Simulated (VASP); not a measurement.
# LiF (Griceite) (Fm-3m) in VASP: further runs

The runs below take LiF (Griceite) through single point, with LDA.

All numbers are computed with VASP 6.6.1; they aren't measurements. Logs are shortened: lines on timing, memory, paths and dates and some standing lists are left out, and cuts for length are marked.

## (1) The cell of the first run

It takes space group Fm-3m (No. 225, cubic). The conventional cell has a = 4.081 Å, b = 4.081 Å, c = 4.081 Å, α = 90.00°, β = 90.00°, γ = 90.00°. Within 2.7 Å of Li (site symmetry m-3m) lie 6 F at 2.04 Å. F (site symmetry m-3m) has 6 Li at 2.04 Å within 2.7 Å.

## (2) Single point, LDA

INCAR

```
  ALGO = Normal
  EDIFF = 1E-6
  ENCUT = 520
  GGA = CA
  ISIF = 2
  ISMEAR = 0
  LASPH = T
  LCHARG = T
  LELF = T
  LREAL = F
  LVHAR = T
  LWAVE = F
  NBANDS = 12
  NELM = 100
  PREC = Accurate
  SIGMA = 0.01
```

KPOINTS

```
k-points
0
Gamma
  7 7 7
```

POSCAR

```
LiF
1.0
    0.0000000000      2.0405030393      2.0405030393
    2.0405030393      0.0000000000      2.0405030393
    2.0405030393      2.0405030393      0.0000000000
Li F
1 1
Direct
    0.0000000000      0.0000000000      0.0000000000
    0.5000000000      0.5000000000      0.5000000000
```

Potentials or basis: VASP PAW LDA potentials, release 64 (Li_sv, F).

Run with:

```sh
$ cat potpaw_LDA.64/Li_sv/POTCAR potpaw_LDA.64/F/POTCAR > POTCAR
$ mpirun -np 1 vasp_std > vasp.out
```

OUTCAR:

```text
EDIFF = 1E-6
   ENCUT = 520
   GGA = CA
   ISIF = 2
   ISMEAR = 0
   LASPH = T
   LREAL = F
   NELM = 100
   PREC = Accurate

 ion  position               nearest neighbor table
   1  0.000  0.000  0.000-   2 2.04   2 2.04   2 2.04   2 2.04   2 2.04   2 2.04
   2  0.500  0.500  0.500-   1 2.04   1 2.04   1 2.04   1 2.04   1 2.04   1 2.04

  LATTYP: Found a face centered cubic cell.
 ALAT       =     4.0810060786

  Lattice vectors:

 A1 = (   0.0000000000,   2.0405030393,   2.0405030393)
 A2 = (   2.0405030393,   0.0000000000,   2.0405030393)
 A3 = (   2.0405030393,   2.0405030393,   0.0000000000)

Analysis of symmetry for initial positions (statically):
=====================================================================
 Subroutine PRICEL returns:
 Original cell was already a primitive cell.

 Routine SETGRP: Setting up the symmetry group for a
 face centered cubic supercell.

 Subroutine GETGRP returns: Found 48 space group operations
[... 9 lines left out ...]

 Routine SETGRP: Setting up the symmetry group for a
 face centered cubic supercell.

 Subroutine GETGRP returns: Found 48 space group operations
[... 11 lines left out ...]
                                     Primitive cell

  volume of cell :      16.9919

  direct lattice vectors                    reciprocal lattice vectors
     0.000000000  2.040503039  2.040503039    -0.245037616  0.245037616  0.245037616
     2.040503039  0.000000000  2.040503039     0.245037616 -0.245037616  0.245037616
     2.040503039  2.040503039  0.000000000     0.245037616  0.245037616 -0.245037616

  length of vectors
     2.885707072  2.885707072  2.885707072     0.424417601  0.424417601  0.424417601

  position of ions in fractional coordinates (direct lattice)
     0.000000000  0.000000000  0.000000000
     0.500000000  0.500000000  0.500000000

  ion indices of the primitive-cell ions
   primitive index   ion index
                 1           1
                 2           2

----------------------------------------------------------------------------------------

 KPOINTS: k-points

Automatic generation of k-mesh.
 Grid dimensions read from file:
 generate k-points for:    7    7    7

 Generating k-lattice:

  Cartesian coordinates                     Fractional coordinates (reciprocal lattice)
    -0.035005374  0.035005374  0.035005374     0.142857143  0.000000000  0.000000000
     0.035005374 -0.035005374  0.035005374     0.000000000  0.142857143  0.000000000
     0.035005374  0.035005374 -0.035005374     0.000000000  0.000000000  0.142857143

  Length of vectors
     0.060631086  0.060631086  0.060631086

  Shift w.r.t. Gamma in fractional coordinates (k-lattice)
     0.000000000  0.000000000  0.000000000

 Subroutine IBZKPT returns following result:
 ===========================================

 Found     20 irreducible k-points:

 Following reciprocal coordinates:
            Coordinates               Weight
  0.000000  0.000000  0.000000      1.000000
  0.142857  0.000000  0.000000      8.000000
  0.285714  0.000000  0.000000      8.000000
  0.428571  0.000000  0.000000      8.000000
  0.142857  0.142857  0.000000      6.000000
  0.285714  0.142857  0.000000     24.000000
[... 12 lines left out ...]
 -0.428571  0.428571  0.142857     24.000000
 -0.285714  0.428571  0.142857     24.000000
   k-points           NKPTS =     20   k-points in BZ     NKDIM =     20   number of bands    NBANDS=     12
   number of dos      NEDOS =    301   number of ions     NIONS =      2
   total plane-waves  NPLWV =  13824
   dimension x,y,z NGX =    24 NGY =   24 NGZ =   24
   dimension x,y,z NGXF=    48 NGYF=   48 NGZF=   48
   ions per type =               1   1
   NGX,Y,Z   is equivalent  to a cutoff of  13.83, 13.83, 13.83 a.u.
   NGXF,Y,Z  is equivalent  to a cutoff of  27.65, 27.65, 27.65 a.u.
 SYSTEM =  unknown system
   PREC   = accura    normal or accurate (medium, high low for compatibility)
   ISTART =      0    job   : 0-new  1-cont  2-samecut
   ICHARG =      2    charge: 1-file 2-atom 10-const
   ISPIN  =      1    spin polarized calculation?
   LNONCOLLINEAR =      F non collinear calculations
   LSORBIT =      F    spin-orbit coupling
   LASPH  =      T    aspherical Exc in radial PAW
   ENCUT  =  520.0 eV  38.22 Ry    6.18 a.u.   5.37  5.37  5.37*2*pi/ulx,y,z
   NELM   =    100;   NELMIN=  2; NELMDL= -5     # of ELM steps
   EDIFF  = 0.1E-05   stopping-criterion for ELM
   LREAL  =      F    real-space projection
[... 7 lines left out ...]
   TEBEG  =    0.0;   TEEND  =   0.0 temperature during run
   PSTRESS=    0.0 pullay stress
   NELECT =      10.0000    total number of electrons
   NUPDOWN=      -1.0000    fix difference up-down
   EMIN   =  10.00;   EMAX   =-10.00  energy-range for DOS
   EFERMI =   0.00;   METHOD = LEGACY
   ISMEAR =     0;   SIGMA  =   0.01  broadening in eV -4-tet -1-fermi 0-gaus
   EFERMI_NEDOS =   21; number of points for ismear=-14 and -15
   IALGO  =     38    algorithm
   IMIX   =      4    mixing-type and parameters
     AMIX     =   0.40;   BMIX     =  1.00
     AMIX_MAG =   1.60;   BMIX_MAG =  1.00
  volume/ion in A,a.u.               =       8.50        57.33
  Fermi-wavevector in a.u.,A,eV,Ry     =   1.371916  2.592546 25.608261  1.882154
  Thomas-Fermi vector in A             =   2.497570
   LORBIT       =      0    0 simple, 1 ext, 2 COOP (PROOUT), +10 PAW based schemes
   GGA     = CA    functional components
   LHFCALC =     F    Hartree Fock is set to
   AEXX    =    0.0000 exact exchange contribution
   IVDW    =     0    specifies the selected vdW correction
   LEPSILON=     F    determine dielectric tensor
   LRPA    =     F    only Hartree local field effects (RPA)
 non-spin polarized calculation
 Gauss-broadening in eV      SIGMA  =   0.01
  energy-cutoff  :      520.00
  volume of cell :       16.99
 maximum number of plane-waves:       471
 NGX is ok and might be reduce to    24
   NGX = 11   NGY = 11   NGZ = 11

 number of electron      10.0000000 magnetization

 number of electron       9.9999994 magnetization

 Free energy of the ion-electron system (eV)
  ---------------------------------------------------
  ext. energy  EPLUGINS =         0.00000000
  ---------------------------------------------------
  free energy    TOTEN  =       -10.44196829 eV

  energy without entropy =      -10.44196829  energy(sigma->0) =      -10.44196829

 E-fermi :  -1.4732     XC(G=0): -10.4755

 val. band max:       -1.5336151725   @ k =   0.0000   0.0000   0.0000
 cond. band min:       6.9568105753   @ k =   0.0000   0.0000   0.0000
 fundamental gap:      8.4904257478
 Fermi energy:        -1.4732173674

 k-point     1 :       0.0000    0.0000    0.0000
  band No.  band energies     occupation
      1     -41.3691      2.00000
      2     -20.9962      2.00000
      3      -1.5336      2.00000
      4      -1.5336      2.00000
      5      -1.5336      2.00000
      6       6.9568      0.00000
      7      21.4253      0.00000
      8      21.4253      0.00000
      9      21.4253      0.00000
     10      21.9907      0.00000
     11      21.9907      0.00000
     12      21.9907      0.00000

 k-point     2 :       0.1429    0.0000    0.0000
  band No.  band energies     occupation
      1     -41.3582      2.00000
      2     -20.9216      2.00000
      3      -2.0784      2.00000
      4      -1.5768      2.00000
      5      -1.5768      2.00000
      6       7.5011      0.00000
      7      17.7878      0.00000
      8      19.6402      0.00000
      9      19.6402      0.00000
     10      23.2735      0.00000
     11      23.5017      0.00000
     12      23.5017      0.00000

 k-point     3 :       0.2857    0.0000    0.0000
  band No.  band energies     occupation
      1     -41.3336      2.00000
      2     -20.7466      2.00000
      3      -3.1401      2.00000
      4      -1.6702      2.00000
      5      -1.6702      2.00000
      6       8.3731      0.00000
      7      15.1794      0.00000
      8      17.7731      0.00000
      9      17.7731      0.00000
     10      24.9582      0.00000
     11      25.6735      0.00000
     12      25.6735      0.00000

 k-point     4 :       0.4286    0.0000    0.0000
  band No.  band energies     occupation
      1     -41.3138      2.00000
      2     -20.5978      2.00000
      3      -3.8918      2.00000
      4      -1.7416      2.00000
      5      -1.7416      2.00000
      6       8.6388      0.00000
      7      14.4242      0.00000
      8      16.7174      0.00000
      9      16.7174      0.00000
     10      27.1000      0.00000
     11      27.9138      0.00000
     12      27.9138      0.00000

 k-point     5 :       0.1429    0.1429    0.0000
  band No.  band energies     occupation
      1     -41.3547      2.00000
      2     -20.8934      2.00000
      3      -2.0478      2.00000
      4      -1.7226      2.00000
      5      -1.7226      2.00000
      6       7.7657      0.00000
      7      18.8016      0.00000
      8      19.1197      0.00000
      9      19.1197      0.00000
     10      19.2775      0.00000
     11      26.0598      0.00000
     12      26.0598      0.00000

 k-point     6 :       0.2857    0.1429    0.0000
  band No.  band energies     occupation
      1     -41.3350      2.00000
      2     -20.7425      2.00000
      3      -2.8906      2.00000
      4      -1.8804      2.00000
      5      -1.8579      2.00000
      6       8.7418      0.00000
      7      15.6414      0.00000
      8      17.7568      0.00000
      9      18.0875      0.00000
     10      20.8630      0.00000
     11      27.8233      0.00000
     12      27.9137      0.00000

 k-point     7 :       0.4286    0.1429    0.0000
  band No.  band energies     occupation
      1     -41.3137      2.00000
      2     -20.5743      2.00000
      3      -3.6901      2.00000
      4      -2.0915      2.00000
      5      -1.9322      2.00000
      6       9.3914      0.00000
      7      14.1568      0.00000
      8      16.8094      0.00000
      9      17.1132      0.00000
     10      23.3794      0.00000
     11      29.0825      0.00000
     12      29.1675      0.00000

 k-point     8 :      -0.4286    0.1429    0.0000
  band No.  band energies     occupation
      1     -41.3071      2.00000
      2     -20.5226      2.00000
      3      -3.8945      2.00000
      4      -2.2797      2.00000
      5      -1.8427      2.00000
      6       9.4401      0.00000
      7      13.8592      0.00000
      8      16.7093      0.00000
      9      16.7469      0.00000
     10      25.9664      0.00000
     11      27.8763      0.00000
     12      28.4787      0.00000
[... 106 lines left out ...]
 k-point    16 :      -0.4286    0.4286    0.0000
  band No.  band energies     occupation
      1     -41.2955      2.00000
      2     -20.3290      2.00000
      3      -4.3116      2.00000
      4      -2.7295      2.00000
      5      -2.4161      2.00000
      6      12.5480      0.00000
      7      13.4281      0.00000
      8      15.4433      0.00000
      9      17.5739      0.00000
     10      19.1242      0.00000
     11      30.9999      0.00000
     12      34.0034      0.00000

 k-point    17 :       0.4286    0.2857    0.1429
  band No.  band energies     occupation
      1     -41.3172      2.00000
      2     -20.5862      2.00000
      3      -3.3698      2.00000
      4      -2.4750      2.00000
      5      -1.9079      2.00000
      6       9.8463      0.00000
      7      14.2398      0.00000
      8      16.9161      0.00000
      9      17.4769      0.00000
     10      21.5723      0.00000
     11      28.6522      0.00000
     12      29.9570      0.00000

 k-point    18 :      -0.4286    0.2857    0.1429
  band No.  band energies     occupation
      1     -41.3030      2.00000
      2     -20.4546      2.00000
      3      -3.7139      2.00000
      4      -2.8780      2.00000
      5      -2.0374      2.00000
      6      10.6605      0.00000
      7      13.3642      0.00000
      8      16.5064      0.00000
      9      16.9188      0.00000
     10      23.9464      0.00000
     11      26.7379      0.00000
     12      32.0219      0.00000

 k-point    19 :      -0.4286    0.4286    0.1429
  band No.  band energies     occupation
      1     -41.2979      2.00000
      2     -20.3683      2.00000
      3      -4.0416      2.00000
      4      -2.8703      2.00000
      5      -2.3263      2.00000
      6      12.0303      0.00000
      7      13.4579      0.00000
      8      15.5224      0.00000
      9      17.2154      0.00000
     10      20.7531      0.00000
     11      29.6128      0.00000
     12      32.1470      0.00000

 k-point    20 :      -0.2857    0.4286    0.1429
  band No.  band energies     occupation
      1     -41.2959      2.00000
      2     -20.3610      2.00000
      3      -3.7078      2.00000
      4      -3.3538      2.00000
      5      -2.2459      2.00000
      6      12.2944      0.00000
      7      12.7352      0.00000
      8      15.7235      0.00000
      9      16.8963      0.00000
     10      23.3993      0.00000
     11      26.7442      0.00000
     12      31.7950      0.00000

------------------------ aborting loop because EDIFF is reached ----------------------------------------

  FORCE on cell =-STRESS in cart. coord.  units (eV):
  Direction    XX          YY          ZZ          XY          YZ          ZX
  --------------------------------------------------------------------------------------
  -------------------------------------------------------------------------------------
  Total       -0.9279111     -0.9279111     -0.9279111     -0.0000000     -0.0000000      0.0000000
  in kB      -87.4933833    -87.4933833    -87.4933833     -0.0000000     -0.0000000      0.0000000
  external PRESSURE =     -87.4933833 kB  Pullay stress =       0.0000000 kB

 VOLUME and BASIS-vectors are now :
 -----------------------------------------------------------------------------
  energy-cutoff  :      520.00
  volume of cell :       16.99
      direct lattice vectors                 reciprocal lattice vectors
     0.000000000  2.040503039  2.040503039    -0.245037616  0.245037616  0.245037616
     2.040503039  0.000000000  2.040503039     0.245037616 -0.245037616  0.245037616
     2.040503039  2.040503039  0.000000000     0.245037616  0.245037616 -0.245037616

 POSITION                                       TOTAL-FORCE (eV/Angst)
 -----------------------------------------------------------------------------------
      0.00000      0.00000      0.00000        -0.000000      0.000000      0.000000
      2.04050      2.04050      2.04050         0.000000     -0.000000     -0.000000
 -----------------------------------------------------------------------------------
    total drift:                               -0.000000     -0.000000      0.000000

  FREE ENERGIE OF THE ION-ELECTRON SYSTEM (eV)
  ---------------------------------------------------
  free  energy   TOTEN  =       -10.4419682876 eV

  energy  without entropy=      -10.4419682876  energy(sigma->0) =      -10.44196829
```

Run time: 2.9 s. Hardware: 1 thread of Intel Xeon Platinum 8488C (Sapphire Rapids), shared host; peak memory 0.12 GiB.

Results:

```
Free energy            : -10.4420 eV
Band gap on the k mesh : 8.49 eV, direct
```

Caveat: the cutoff is under 1.25 times the usual one of these potentials, so pressure, stress and relaxed cells hold a basis-set (Pulay) error. A hybrid or GW would open this gap; LDA tends to underestimate it.

## (3) Single point, LDA

This run uses another cell than the first one, of 8.82 Å³/atom, 1.038 times its volume.

INCAR

```
PREC = Accurate
ENCUT = 520
EDIFF = 1E-7
ISMEAR = 0
SIGMA = 0.01
LREAL = False
LASPH = True
NELM = 60
ALGO = Normal
ISIF = 2
LWAVE = False
LCHARG = False
NBANDS = 12
```

KPOINTS

```
regular mesh
0
Gamma
  7 7 7
```

POSCAR

```
LiF
1.0
    0.0000000000      2.0663349340      2.0663349340
    2.0663349340      0.0000000000      2.0663349340
    2.0663349340      2.0663349340      0.0000000000
Li F
1 1
Direct
    0.0000000000      0.0000000000      0.0000000000
    0.5000000000      0.5000000000      0.5000000000
```

Potentials or basis: VASP PAW LDA potentials, release 64 (Li_sv, F).

Run with:

```sh
$ cat potpaw_LDA.64/Li_sv/POTCAR potpaw_LDA.64/F/POTCAR > POTCAR
$ mpirun -np 1 vasp_std > vasp.out
```

Wall time 2.8 s (1 thread of Intel Xeon Platinum 8488C (Sapphire Rapids), shared host); peak memory 0.12 GiB.

The run converged. Its results:

```yaml
Free_energy: -10.4044 eV
Band_gap_on_the_k_mesh: 8.18 eV, direct
```

Levels at points of the mesh, in eV from the valence-band top:
```
           k point  band 2  band 3  band 4  band 5  band 6  band 7  band 8  band 9
(0.00, 0.00, 0.00)  -19.37    0.00    0.00    0.00    8.18   22.49   22.49   22.49
```

Caveat: the cutoff is under 1.25 times the usual one of these potentials, so pressure, stress and relaxed cells hold a basis-set (Pulay) error. A hybrid or GW would open this gap; LDA tends to underestimate it.

## (4) Single point, LDA

This run uses another cell than the first one, of 9.15 Å³/atom, 1.077 times its volume.

INCAR

```
PREC = Accurate
ENCUT = 520
EDIFF = 1E-6
ISMEAR = 0
SIGMA = 0.01
LREAL = F
LASPH = T
NELM = 100
ALGO = Normal
ISIF = 2
LWAVE = F
LCHARG = T
GGA = CA
LELF = T
LVHAR = T
NBANDS = 12
```

KPOINTS is that of step 3.

POSCAR

```
LiF
1.0
    0.0000000000      2.0915366242      2.0915366242
    2.0915366242      0.0000000000      2.0915366242
    2.0915366242      2.0915366242      0.0000000000
Li F
1 1
Direct
    0.0000000000      0.0000000000      0.0000000000
    0.5000000000      0.5000000000      0.5000000000
```

Run with:

```sh
$ cat potpaw_LDA.64/Li_sv/POTCAR potpaw_LDA.64/F/POTCAR > POTCAR
$ mpirun -np 1 vasp_std > vasp.out
```

It took 3.4 s on 1 thread of Intel Xeon Platinum 8488C (Sapphire Rapids), shared host; peak memory 0.12 GiB.

Results (log left out):

* Free energy: -10.3608 eV
* Band gap on the k mesh: 7.89 eV, direct

Levels at points of the mesh, in eV from the valence-band top:
```
           k point  band 1  band 2  band 3  band 4  band 5  band 6  band 7  band 8  band 9  band 10
(0.00, 0.00, 0.00)  -40.02  -19.28    0.00    0.00    0.00    7.89   22.04   22.04   22.04    22.81
```

Caveat: the cutoff is under 1.25 times the usual one of these potentials, so pressure, stress and relaxed cells hold a basis-set (Pulay) error.

## (5) The runs side by side

```csv
cell,gap on the mesh (eV)
"a = 2.886 Å, angles 60.0°, 2 atoms",8.49
"a = 2.922 Å, angles 60.0°, 2 atoms",8.18
"a = 2.958 Å, angles 60.0°, 2 atoms",7.89
```

Alike in all rows: task single point; level LDA; potentials or basis VASP PAW LDA potentials, release 64 (Li_sv, F); no spin polarisation; k mesh 7 × 7 × 7; cutoff (eV) 520; smearing gaussian 0.01 eV.

Caveats: the cutoff is under 1.25 times the usual one of these potentials, so pressure, stress and relaxed cells hold a basis-set (Pulay) error.

Total energies depend on the potentials used, so only differences within one code and one set of settings carry meaning.
